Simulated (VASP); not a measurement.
Write the native input for VASP 6.6.1 that does the following.

```
Task                   : single point
Functional             : PBE
Potentials or basis    : VASP PAW PBE potentials, release 64 (Be, Se)
Cutoff                 : 520 eV
k mesh                 : 4 × 4 × 4
Occupations            : gaussian, width 0.1 eV
Spin                   : no spin polarisation
Dipole correction      : no
Further INCAR settings : ALGO = Normal; EDIFF = 1e-07; NBANDS = 25
```

The structure of BeSe5 lies in POSCAR:

```
BeSe5
1.0
    0.0000000000      4.0132220637      4.0132220637
    4.0132220637      0.0000000000      4.0132220637
    4.0132220637      4.0132220637      0.0000000000
Be Se
1 5
Direct
    0.0000000000      0.0000000000      0.0000000000
    0.2500000000      0.2500000000      0.2500000000
    0.1237831677      0.6254056108      0.6254056108
    0.6254056108      0.6254056108      0.6254056108
    0.6254056108      0.6254056108      0.1237831677
    0.6254056108      0.1237831677      0.6254056108
```

These files were run (other wordings do the same):

INCAR

```
ALGO     = Normal         # electronic algorithm
EDIFF    = 1E-7           # SCF threshold, eV
ENCUT    = 520            # plane-wave cutoff, eV
GGA      = PE             # functional
ISIF     = 2              # what is computed and relaxed
ISMEAR   = 0              # smearing method
LASPH    = T              # aspherical terms in the spheres
LCHARG   = F              # write CHGCAR
LREAL    = F              # projectors in reciprocal space
LWAVE    = F              # write WAVECAR
NBANDS   = 25             # bands
NELM     = 100            # most SCF steps
PREC     = Accurate       # precision mode
SIGMA    = 0.1            # smearing width, eV
```

KPOINTS

```
k-points
0
Gamma
  4 4 4
```

Potentials or basis: VASP PAW PBE potentials, release 64 (Be, Se).

The run is started by

```bash
$ cat potpaw_PBE.64/Be/POTCAR potpaw_PBE.64/Se/POTCAR > POTCAR
$ mpirun -np 1 vasp_std > vasp.out
```

Results of the run:

```
Pressure               : 0.0 GPa
Largest force          : 0.019 eV/Å
Band gap on the k mesh : zero (band 16 reaches 5.83 eV, above the bottom of band 17 at 4.49 eV)
```

It took 20 s on 1 thread of AMD EPYC 9R45 96-Core Processor (Zen 5), with other jobs on the host, peak memory 0.2 GiB.
